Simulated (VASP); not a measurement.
# PbS (Galena) (Fm-3m) in VASP: single point with PBEsol

Aim: the single point of PbS (Galena) with PBEsol.

All numbers are computed with VASP 6.6.1; they aren't measurements. Logs are shortened: lines on timing, memory, paths and dates and some standing lists are left out, and cuts for length are marked.

### Step 1. The cell of the first run

Symmetry: Fm-3m, No. 225, cubic system. The conventional cell has a = 5.931 Å, b = 5.931 Å, c = 5.931 Å, α = 90.00°, β = 90.00°, γ = 90.00°. Pb (site symmetry m-3m) has 6 S at 2.97 Å within 3.9 Å. S (site symmetry m-3m) has 6 Pb at 2.97 Å within 3.9 Å.

### Step 2. Single point, PBEsol

File INCAR:

```
  PREC = Accurate
  ENCUT = 500
  EDIFF = 1E-6
  ISMEAR = 0
  SIGMA = 0.01
  LREAL = F
  LASPH = T
  NELM = 120
  ALGO = Normal
  ISIF = 2
  LWAVE = F
  LCHARG = F
  GGA = PS
  NBANDS = 17
  GGA_COMPAT = F
```

File KPOINTS:

```
Automatic mesh
0
Gamma
  5 5 5
```

File POSCAR:

```
PbS
1.0
    0.0000000000      2.9657500000      2.9657500000
    2.9657500000      0.0000000000      2.9657500000
    2.9657500000      2.9657500000      0.0000000000
Pb S
1 1
Direct
    0.0000000000      0.0000000000      0.0000000000
    0.5000000000      0.5000000000      0.5000000000
```

Potentials or basis: VASP PAW PBE potentials, release 64 (Pb_d, S).

On the command line:

```console
$ cat potpaw_PBE.64/Pb_d/POTCAR potpaw_PBE.64/S/POTCAR > POTCAR
$ mpirun -np 1 vasp_std > vasp.out
```

OUTCAR:

```text
PREC = Accurate
   ENCUT = 500
   EDIFF = 1E-6
   ISMEAR = 0
   LREAL = F
   LASPH = T
   NELM = 120
   ISIF = 2
   GGA = PS

 ion  position               nearest neighbor table
   1  0.000  0.000  0.000-   2 2.97   2 2.97   2 2.97   2 2.97   2 2.97   2 2.97
   2  0.500  0.500  0.500-   1 2.97   1 2.97   1 2.97   1 2.97   1 2.97   1 2.97

  LATTYP: Found a face centered cubic cell.
 ALAT       =     5.9315000000

  Lattice vectors:

 A1 = (   0.0000000000,   2.9657500000,   2.9657500000)
 A2 = (   2.9657500000,   0.0000000000,   2.9657500000)
 A3 = (   2.9657500000,   2.9657500000,   0.0000000000)

Analysis of symmetry for initial positions (statically):
=====================================================================
 Subroutine PRICEL returns:
 Original cell was already a primitive cell.

 Routine SETGRP: Setting up the symmetry group for a
 face centered cubic supercell.

 Subroutine GETGRP returns: Found 48 space group operations
 (whereof 48 operations were pure point group operations)
 out of a pool of 48 trial point group operations.

The static configuration has the point symmetry O_h .

Analysis of symmetry for dynamics (positions and initial velocities):
=====================================================================
 Subroutine PRICEL returns:
 Original cell was already a primitive cell.

 Routine SETGRP: Setting up the symmetry group for a
 face centered cubic supercell.

 Subroutine GETGRP returns: Found 48 space group operations
 (whereof 48 operations were pure point group operations)
 out of a pool of 48 trial point group operations.

The dynamic configuration has the point symmetry O_h .

 Subroutine INISYM returns: Found 48 space group operations
 (whereof 48 operations are pure point group operations),
 and found     1 'primitive' translations

----------------------------------------------------------------------------------------

                                     Primitive cell

  volume of cell :      52.1715

  direct lattice vectors                    reciprocal lattice vectors
     0.000000000  2.965750000  2.965750000    -0.168591419  0.168591419  0.168591419
     2.965750000  0.000000000  2.965750000     0.168591419 -0.168591419  0.168591419
     2.965750000  2.965750000  0.000000000     0.168591419  0.168591419 -0.168591419

  length of vectors
     4.194203873  4.194203873  4.194203873     0.292008903  0.292008903  0.292008903

  position of ions in fractional coordinates (direct lattice)
     0.000000000  0.000000000  0.000000000
     0.500000000  0.500000000  0.500000000

  ion indices of the primitive-cell ions
   primitive index   ion index
                 1           1
                 2           2

----------------------------------------------------------------------------------------

 KPOINTS: Automatic mesh

Automatic generation of k-mesh.
 Grid dimensions read from file:
 generate k-points for:    5    5    5

 Generating k-lattice:

  Cartesian coordinates                     Fractional coordinates (reciprocal lattice)
    -0.033718284  0.033718284  0.033718284     0.200000000  0.000000000  0.000000000
     0.033718284 -0.033718284  0.033718284     0.000000000  0.200000000  0.000000000
     0.033718284  0.033718284 -0.033718284     0.000000000  0.000000000  0.200000000

  Length of vectors
     0.058401781  0.058401781  0.058401781

  Shift w.r.t. Gamma in fractional coordinates (k-lattice)
     0.000000000  0.000000000  0.000000000

 Subroutine IBZKPT returns following result:
 ===========================================

 Found     10 irreducible k-points:

 Following reciprocal coordinates:
            Coordinates               Weight
  0.000000  0.000000  0.000000      1.000000
  0.200000  0.000000  0.000000      8.000000
  0.400000  0.000000  0.000000      8.000000
  0.200000  0.200000  0.000000      6.000000
  0.400000  0.200000  0.000000     24.000000
 -0.400000  0.200000  0.000000     24.000000
 -0.200000  0.200000  0.000000     12.000000
  0.400000  0.400000  0.000000      6.000000
 -0.400000  0.400000  0.000000     12.000000
 -0.400000  0.400000  0.200000     24.000000
   k-points           NKPTS =     10   k-points in BZ     NKDIM =     10   number of bands    NBANDS=     17
   number of dos      NEDOS =    301   number of ions     NIONS =      2
   total plane-waves  NPLWV =  32768
   dimension x,y,z NGX =    32 NGY =   32 NGZ =   32
   dimension x,y,z NGXF=    64 NGYF=   64 NGZF=   64
   ions per type =               1   1
   NGX,Y,Z   is equivalent  to a cutoff of  12.68, 12.68, 12.68 a.u.
   NGXF,Y,Z  is equivalent  to a cutoff of  25.37, 25.37, 25.37 a.u.
 SYSTEM =  unknown system
   PREC   = accura    normal or accurate (medium, high low for compatibility)
   ISTART =      0    job   : 0-new  1-cont  2-samecut
   ICHARG =      2    charge: 1-file 2-atom 10-const
   ISPIN  =      1    spin polarized calculation?
   LNONCOLLINEAR =      F non collinear calculations
   LSORBIT =      F    spin-orbit coupling
   LASPH  =      T    aspherical Exc in radial PAW
   ENCUT  =  500.0 eV  36.75 Ry    6.06 a.u.   7.65  7.65  7.65*2*pi/ulx,y,z
   NELM   =    120;   NELMIN=  2; NELMDL= -5     # of ELM steps
   EDIFF  = 0.1E-05   stopping-criterion for ELM
   LREAL  =      F    real-space projection
   EDIFFG = 0.1E-04   stopping-criterion for IOM
   NSW    =      0    number of steps for IOM
   IBRION =     -1    ionic relax: 0-MD 1-quasi-New 2-CG
   NFREE  =      0    steps in history (QN), initial steepest desc. (CG)
   ISIF   =      2    stress and relaxation
   ISYM   =      2    0-nonsym 1-usesym 2-fastsym
   POTIM  = 0.5000    time-step for ionic-motion
   TEBEG  =    0.0;   TEEND  =   0.0 temperature during run
   PSTRESS=    0.0 pullay stress
   NELECT =      20.0000    total number of electrons
   NUPDOWN=      -1.0000    fix difference up-down
   EMIN   =  10.00;   EMAX   =-10.00  energy-range for DOS
   EFERMI =   0.00;   METHOD = LEGACY
   ISMEAR =     0;   SIGMA  =   0.01  broadening in eV -4-tet -1-fermi 0-gaus
   EFERMI_NEDOS =   21; number of points for ismear=-14 and -15
   IALGO  =     38    algorithm
   IMIX   =      4    mixing-type and parameters
     AMIX     =   0.40;   BMIX     =  1.00
     AMIX_MAG =   1.60;   BMIX_MAG =  1.00
  volume/ion in A,a.u.               =      26.09       176.04
  Fermi-wavevector in a.u.,A,eV,Ry     =   1.189251  2.247359 19.242973  1.414319
  Thomas-Fermi vector in A             =   2.325363
   LORBIT       =      0    0 simple, 1 ext, 2 COOP (PROOUT), +10 PAW based schemes
   GGA     = PS    functional components
   LHFCALC =     F    Hartree Fock is set to
   AEXX    =    0.0000 exact exchange contribution
   IVDW    =     0    specifies the selected vdW correction
   LEPSILON=     F    determine dielectric tensor
   LRPA    =     F    only Hartree local field effects (RPA)
 non-spin polarized calculation
 Gauss-broadening in eV      SIGMA  =   0.01
  energy-cutoff  :      500.00
  volume of cell :       52.17
 maximum number of plane-waves:      1363
   NGX = 15   NGY = 15   NGZ = 15

 number of electron      19.9999998 magnetization

 Free energy of the ion-electron system (eV)
  ---------------------------------------------------
  ext. energy  EPLUGINS =         0.00000000
  ---------------------------------------------------
  free energy    TOTEN  =        -9.46990302 eV

  energy without entropy =       -9.46990302  energy(sigma->0) =       -9.46990302

 E-fermi :   5.3195     XC(G=0):  -9.8915

 val. band max:        5.2546977434   @ k =   0.4000   0.0000   0.0000
 cond. band min:       6.5027128871   @ k =   0.4000   0.0000   0.0000
 fundamental gap:      1.2480151437
 Fermi energy:         5.3194634988

 k-point     1 :       0.0000    0.0000    0.0000
  band No.  band energies     occupation
      1     -11.0626      2.00000
      2     -11.0626      2.00000
      3     -11.0626      2.00000
      4     -11.0498      2.00000
      5     -11.0498      2.00000
      6      -7.9241      2.00000
[... 9 lines left out ...]
     16      12.3280      0.00000
     17      14.1285      0.00000

 k-point     2 :       0.2000    0.0000    0.0000
  band No.  band energies     occupation
      1     -11.0641      2.00000
      2     -11.0641      2.00000
      3     -11.0611      2.00000
      4     -11.0429      2.00000
      5     -11.0429      2.00000
      6      -7.5880      2.00000
[... 9 lines left out ...]
     16      13.1651      0.00000
     17      16.5767      0.00000

 k-point     3 :       0.4000    0.0000    0.0000
  band No.  band energies     occupation
      1     -11.0806      2.00000
      2     -11.0806      2.00000
      3     -11.0598      2.00000
      4     -11.0176      2.00000
      5     -11.0176      2.00000
      6      -6.8372      2.00000
[... 9 lines left out ...]
     16      15.0691      0.00000
     17      17.0416      0.00000

 k-point     4 :       0.2000    0.2000    0.0000
  band No.  band energies     occupation
      1     -11.0865      2.00000
      2     -11.0717      2.00000
      3     -11.0417      2.00000
      4     -11.0417      2.00000
      5     -11.0406      2.00000
      6      -7.4639      2.00000
[... 9 lines left out ...]
     16      14.7248      0.00000
     17      15.2246      0.00000

 k-point     5 :       0.4000    0.2000    0.0000
  band No.  band energies     occupation
      1     -11.1193      2.00000
      2     -11.0674      2.00000
      3     -11.0533      2.00000
      4     -11.0278      2.00000
      5     -11.0139      2.00000
      6      -6.8189      2.00000
[... 9 lines left out ...]
     16      16.0534      0.00000
     17      17.1067      0.00000

 k-point     6 :      -0.4000    0.2000    0.0000
  band No.  band energies     occupation
      1     -11.1137      2.00000
      2     -11.0669      2.00000
      3     -11.0496      2.00000
      4     -11.0291      2.00000
      5     -11.0158      2.00000
      6      -6.4764      2.00000
[... 9 lines left out ...]
     16      15.0662      0.00000
     17      17.3555      0.00000

 k-point     7 :      -0.2000    0.2000    0.0000
  band No.  band energies     occupation
      1     -11.0803      2.00000
      2     -11.0678      2.00000
      3     -11.0561      2.00000
      4     -11.0395      2.00000
      5     -11.0281      2.00000
      6      -7.0842      2.00000
[... 9 lines left out ...]
     16      15.4703      0.00000
     17      15.9097      0.00000

 k-point     8 :       0.4000    0.4000    0.0000
  band No.  band energies     occupation
      1     -11.1877      2.00000
      2     -11.0865      2.00000
      3     -11.0258      2.00000
      4     -11.0062      2.00000
      5     -11.0062      2.00000
      6      -6.4402      2.00000
[... 9 lines left out ...]
     16      17.3969      0.00000
     17      17.7849      0.00000

 k-point     9 :      -0.4000    0.4000    0.0000
  band No.  band energies     occupation
      1     -11.1809      2.00000
      2     -11.0737      2.00000
      3     -11.0363      2.00000
      4     -11.0119      2.00000
      5     -11.0054      2.00000
      6      -6.2097      2.00000
[... 9 lines left out ...]
     16      16.9604      0.00000
     17      18.1193      0.00000

 k-point    10 :      -0.4000    0.4000    0.2000
  band No.  band energies     occupation
      1     -11.1511      2.00000
      2     -11.0583      2.00000
      3     -11.0521      2.00000
      4     -11.0283      2.00000
      5     -11.0066      2.00000
      6      -6.3219      2.00000
[... 9 lines left out ...]
     16      17.2204      0.00000
     17      17.3114      0.00000

------------------------ aborting loop because EDIFF is reached ----------------------------------------

  FORCE on cell =-STRESS in cart. coord.  units (eV):
  Direction    XX          YY          ZZ          XY          YZ          ZX
  --------------------------------------------------------------------------------------
  -------------------------------------------------------------------------------------
  Total       -0.3670039     -0.3670039     -0.3670039      0.0000000      0.0000000      0.0000000
  in kB      -11.2706155    -11.2706155    -11.2706155      0.0000000      0.0000000      0.0000000
  external PRESSURE =     -11.2706155 kB  Pullay stress =       0.0000000 kB

 VOLUME and BASIS-vectors are now :
 -----------------------------------------------------------------------------
  energy-cutoff  :      500.00
  volume of cell :       52.17
      direct lattice vectors                 reciprocal lattice vectors
     0.000000000  2.965750000  2.965750000    -0.168591419  0.168591419  0.168591419
     2.965750000  0.000000000  2.965750000     0.168591419 -0.168591419  0.168591419
     2.965750000  2.965750000  0.000000000     0.168591419  0.168591419 -0.168591419

 POSITION                                       TOTAL-FORCE (eV/Angst)
 -----------------------------------------------------------------------------------
      0.00000      0.00000      0.00000        -0.000000      0.000000     -0.000000
      2.96575      2.96575      2.96575         0.000000      0.000000      0.000000
 -----------------------------------------------------------------------------------
    total drift:                                0.000000     -0.000000     -0.000000

  FREE ENERGIE OF THE ION-ELECTRON SYSTEM (eV)
  ---------------------------------------------------
  free  energy   TOTEN  =        -9.4699030184 eV

  energy  without entropy=       -9.4699030184  energy(sigma->0) =       -9.46990302
```

Wall time 13 s (1 thread of Intel Xeon 6975P-C, shared host); peak memory 0.18 GiB.

Results:

| Item | Value |
| --- | --- |
| Free energy | -9.4699 eV |
| Pressure | -1.1 GPa |

Caveat: this odd mesh misses L, where the gap lies, so gap, dielectric constants and Born charges aren't listed; the PAW data sets were made with another functional, which shifts forces and pressure a little; spin-orbit coupling is left out, which moves the levels of the heavy elements.
